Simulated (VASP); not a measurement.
## B33N32 (a cell with a defect): single point with PBEsol

B33N32 (a cell with a defect):

```
B N
1.0
     7.21159    0.00000    0.00000
     0.00000    7.21159    0.00000
     0.00000    0.00000    7.21159
B N
33 32
Direct
  0.00028 0.99949 0.00144
  0.99716 0.99956 0.50344
  0.00548 0.49945 0.00461
  0.98753 0.50580 0.51194
  0.50156 0.99628 0.99901
  0.49500 0.00777 0.49718
  0.50839 0.50505 0.99086
  0.49795 0.50248 0.50014
  0.25677 0.24215 0.99069
  0.23282 0.25172 0.51444
  0.25130 0.74724 0.00558
  0.24826 0.75530 0.50569
  0.75665 0.25061 0.99478
  0.75138 0.25228 0.50110
  0.75186 0.75080 0.00122
  0.74636 0.75399 0.50184
  0.24159 0.99824 0.25173
  0.24904 0.99690 0.75211
  0.23505 0.50203 0.29158
  0.25006 0.50255 0.75258
  0.75438 0.99523 0.25113
  0.74882 0.00103 0.74950
  0.75574 0.50820 0.25030
  0.75108 0.50176 0.75071
  0.99587 0.25271 0.25544
  0.99863 0.25044 0.75439
  0.00177 0.74860 0.25330
  0.99921 0.75113 0.75501
  0.56170 0.27452 0.20781
  0.50080 0.25085 0.74782
  0.49670 0.75227 0.25279
  0.49983 0.75264 0.74882
  0.35132 0.31638 0.26859
  0.12449 0.12717 0.12601
  0.11932 0.12298 0.63418
  0.12944 0.61990 0.13342
  0.12271 0.62868 0.63129
  0.64036 0.11343 0.11937
  0.62323 0.12826 0.62208
  0.62542 0.62907 0.12609
  0.62478 0.62697 0.62623
  0.41604 0.35039 0.08533
  0.37284 0.37611 0.62734
  0.37429 0.87689 0.12828
  0.37365 0.87996 0.62548
  0.87811 0.37716 0.12598
  0.87120 0.37701 0.63213
  0.87889 0.87282 0.12728
  0.87298 0.87625 0.62789
  0.34830 0.13035 0.37829
  0.37680 0.11778 0.86997
  0.37314 0.63513 0.38682
  0.37655 0.62858 0.87488
  0.87414 0.12422 0.37740
  0.87692 0.12486 0.87483
  0.87315 0.63197 0.37878
  0.87711 0.62539 0.87893
  0.09954 0.37896 0.39876
  0.12919 0.37505 0.87812
  0.12171 0.87508 0.37827
  0.12557 0.87380 0.88010
  0.63697 0.38351 0.37304
  0.63190 0.37732 0.86843
  0.62152 0.87972 0.37574
  0.62632 0.87484 0.87460
```

```json
{
  "Program": "VASP 6.6.1",
  "Task": "single point",
  "Functional": "PBEsol",
  "Potentials or basis": "VASP PAW PBE potentials, release 64 (B, N)",
  "Cutoff": "520 eV",
  "k mesh": "1 × 1 × 1",
  "Occupations": "fermi-dirac, width 0.05 eV",
  "Spin": "collinear spin"
}
```

| Quantity | Value |
| --- | --- |
| Pressure | 12.4 GPa |
| Largest force | 0.687 eV/Å |
| Net moment | 0.99 μB per cell |
| Site moments | B +0.01, +0.00, -0.00, -0.01, +0.17, +0.20 (each value once); N +0.02, -0.00, +0.01, +0.00, +0.04 (each value once) μB |
| Valence electrons inside the program's atomic spheres | B 2.05, 2.06, 2.15, 2.04, 1.98, 2.12, 2.00, 2.08, 2.02, 2.09, 2.10, 2.16, 2.03, 2.07, 2.27, 2.33 (each value once); N 3.95, 4.01, 3.94, 3.98, 4.04, 3.97, 4.11, 3.96, 3.99, 4.00, 4.03 (each value once) |

Forces on the atoms (eV/Å):
```
B    0.025 -0.116 -0.045
B    0.031 -0.086  0.063
B    0.048  0.007 -0.059
B    0.068  0.120  0.046
B    0.001 -0.133 -0.056
B    0.104 -0.211  0.118
B    0.109  0.215 -0.101
B    0.034  0.040  0.162
B   -0.059 -0.062 -0.216
B    0.018  0.130  0.171
B    0.027  0.182  0.000
B   -0.006  0.142  0.019
B    0.200  0.137 -0.126
B    0.153  0.032  0.143
B    0.083  0.188  0.003
B    0.117  0.143  0.079
B   -0.039 -0.202 -0.018
B   -0.001 -0.084  0.135
B   -0.199  0.611 -0.033
B    0.038  0.055  0.115
B    0.100 -0.087  0.118
B    0.109 -0.066  0.078
B    0.110  0.079 -0.039
B    0.102  0.053  0.101
B    0.013  0.084  0.121
B    0.077  0.141  0.087
B    0.122  0.157  0.075
B    0.058  0.131  0.090
B    0.601 -0.333 -0.005
B    0.038  0.075  0.091
B    0.062  0.210  0.049
B    0.081  0.166  0.085
B   -0.360 -0.238  0.392
N    0.063  0.045  0.006
N   -0.020 -0.026 -0.105
N    0.016 -0.103  0.025
N   -0.046 -0.061 -0.049
N   -0.128  0.157  0.028
N   -0.073 -0.011 -0.131
N   -0.092 -0.168 -0.011
N   -0.032 -0.100 -0.091
N   -0.164  0.054  0.347
N   -0.071 -0.061 -0.088
N   -0.056 -0.037 -0.057
N   -0.042 -0.030 -0.057
N   -0.111 -0.053 -0.066
N   -0.056 -0.082 -0.068
N   -0.050 -0.045 -0.053
N   -0.058 -0.051 -0.047
N    0.224  0.375 -0.245
N    0.050 -0.003  0.019
N   -0.090 -0.195 -0.133
N   -0.055 -0.176 -0.031
N   -0.059 -0.042 -0.098
N   -0.151 -0.053  0.007
N   -0.115 -0.108 -0.065
N   -0.059 -0.066 -0.034
N    0.066 -0.175 -0.232
N   -0.039 -0.064 -0.008
N   -0.082  0.006 -0.034
N   -0.063 -0.032 -0.044
N   -0.370 -0.270 -0.268
N   -0.069 -0.080  0.038
N   -0.069  0.001 -0.049
N   -0.063 -0.028 -0.050
```

Stress tensor (GPa, compression positive):
```
 15.33   1.36 -10.37
  1.36   8.67   4.72
-10.37   4.72  13.18
```

Levels at points of the mesh, in eV from the Fermi level:
Spin up:
```tsv
k point	band 127	band 128	band 129	band 130	band 131	band 132	band 133	band 134
(0.00, 0.00, 0.00)	-2.63	-2.60	-1.24	-0.28	1.60	1.78	2.59	2.89
```
Spin down:
```csv
k point,band 127,band 128,band 129,band 130,band 131,band 132
"(0.00, 0.00, 0.00)",-2.61,-2.58,-1.11,0.28,1.65,1.86
```

Run time: 3.9 min on 1 thread of Intel(R) Xeon(R) Platinum 8488C (Sapphire Rapids) (shared host), peak memory 0.51 GiB.

Caveat: the k points lie up to 0.87 Å⁻¹ apart, too coarse for converged energies, forces and pressures; the PAW data sets were made with another functional, which shifts forces and pressure a little.
